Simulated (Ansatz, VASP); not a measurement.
One calculation of PbS, two programs

```
Pb S
1.0
     0.00000    3.32224    3.32224
     3.32224    0.00000    3.32224
     3.32224    3.32224    0.00000
Pb S
1 1
Cartesian
  0.0000 0.0000 0.0000
  1.6611 1.6611 1.6611
```

Alike in both runs: task electric field gradients; functional PBE; k mesh 11 × 11 × 11; occupations fermi-dirac, width 0.03 eV; no spin polarisation.

|  | VASP | Ansatz |
| --- | --- | --- |
| version | VASP 6.6.1 | Ansatz 0.2.0 |
| potentials or method | VASP PAW PBE potentials, release 64 (Pb_d, S), cutoff 520 eV | all-electron PAW with datasets made for the crystal, scalar-relativistic |

```tsv
	VASP	Ansatz	Ansatz less VASP
pressure (GPa)	0.0	0.1	+0.06
```

Ansatz ran all-electron here, and VASP with PAW potentials.

Neither program's run includes spin-orbit coupling.
